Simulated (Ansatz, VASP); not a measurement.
# SiC2 in VASP and in Ansatz

```
Si C
1.0
     2.70655    0.00000    0.00000
    -1.35328    2.34394    0.00000
     0.00000    0.00000    7.81361
Si C
2 4
Direct
  0.66667 0.33333 0.34159
  0.66667 0.33333 0.65841
  0.33333 0.66667 0.87150
  0.33333 0.66667 0.12850
  0.33333 0.66667 0.50000
  0.66667 0.33333 0.00000
```

Alike in both runs: functional PBE; k mesh 6 × 6 × 2; occupations gaussian, width 0.1 eV; no spin polarisation.

Ansatz relaxed the structure, and its values are those at the end. VASP's run is a single point on that final structure, the one shown.

|  | VASP | Ansatz |
| --- | --- | --- |
| version | VASP 6.6.1 | Ansatz 0.2.0 |
| potentials or method | VASP PAW PBE potentials, release 64 (Si, C), cutoff 520 eV | scalar-relativistic, plane waves, PAW |
| valence electrons in the cell | 24 | 24 |

|  | VASP | Ansatz | Ansatz less VASP |
| --- | --- | --- | --- |
| gap on the k mesh at the Fermi level (eV) | none | none | - |
| pressure (GPa) | -0.1 | -0.2 | -0.12 |

A gap of «none» marks a metal or a gap that the smearing closes. With one functional, cell and mesh, what is left measures potentials, basis and numerics.

The k mesh is coarse, so the values compare programs but aren't converged.
